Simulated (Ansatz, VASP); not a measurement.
## SnO: VASP beside Ansatz

```
Sn O
1.0
     3.35500    0.00000    0.00000
     0.00000    5.67410    0.00000
     0.00000    0.00000    4.22197
Sn O
2 2
Direct
  0.50000 0.76809 0.01314
  0.00000 0.23191 0.51314
  0.50000 0.10875 0.23686
  0.00000 0.89125 0.73686
```

Alike in both runs: functional LDA; k mesh 8 × 5 × 6; occupations fermi-dirac, width 0.05 eV; no spin polarisation.

```csv
,VASP,Ansatz
version,VASP 6.6.1,Ansatz 0.2.0
potentials or method,"VASP PAW LDA potentials, release 64 (Sn_d, O), cutoff 520 eV","all-electron LAPW, scalar-relativistic"
task,single point,band structure
```

|  | VASP | Ansatz | Ansatz less VASP |
| --- | --- | --- | --- |
| gap on the k mesh at the Fermi level (eV) | 1.45 | 1.47 | +0.026 |
| least direct gap on the mesh (eV) | 2.04 | 2.07 | +0.033 |
| pressure (GPa) | -5.2 | -5.4 | -0.24 |
| traceless stress, the component that is largest in VASP (GPa) | -0.91 | -0.93 | -0.024 |
| rms of the force components (eV/Å) | 0.284 | 0.322 | +0.0374 |

LDA's correlation is that of Perdew and Zunger in VASP and of Perdew and Wang (1992) in Ansatz. Atom by atom the forces differ by 0.039 eV/Å (rms over components). Ansatz ran all-electron here, and VASP with PAW potentials.
